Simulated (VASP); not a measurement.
PtSe, 2 atoms in the cell. The structure is hexagonal, space group P-6m2 (No. 187). Conventional cell: a = 3.702 Å, b = 3.702 Å, c = 3.613 Å, α = 90.00°, β = 90.00°, γ = 120.00°. Pt (site symmetry -6m2) has 6 Se at 2.80 Å and 8 Pt at 3.61 to 3.70 Å within 3.8 Å. Within 3.8 Å of Se (site symmetry -6m2) lie 6 Pt at 2.80 Å and 8 Se at 3.61 to 3.70 Å. 

```yaml
Program: VASP 6.6.1
Task: single point
Functional: PBE0
Potentials_or_basis: VASP PAW PBE potentials, release 64 (Pt, Se)
Cutoff: 400 eV
k_mesh: 4 × 4 × 4
Occupations: fermi-dirac, width 0.05 eV
Spin: no spin polarisation
Dipole_correction: no
Grid_for_exact_exchange_PRECFOCK: Normal
Further_INCAR_settings: ALGO = Normal; EDIFF = 1e-06; NBANDS = 15
Share_of_exact_exchange: 0.25
```

Potentials or basis: VASP PAW PBE potentials, release 64 (Pt, Se).

Launch:

```bash
$ cat potpaw_PBE.64/Pt/POTCAR potpaw_PBE.64/Se/POTCAR > POTCAR
$ cp INCAR.step1 INCAR
$ mpirun -np 1 vasp_std > vasp.out
$ cp INCAR.step2 INCAR
$ mpirun -np 1 vasp_std > vasp.out
```

Hardware: 1 thread of Intel(R) Xeon(R) Platinum 8488C (Sapphire Rapids), on a shared host.

Task: How long does it take, and how much memory?

Result: Run time: 4.3 min on 1 thread of Intel(R) Xeon(R) Platinum 8488C (Sapphire Rapids), with other jobs on the host, peak memory 0.15 GiB. Counts: k points 12.
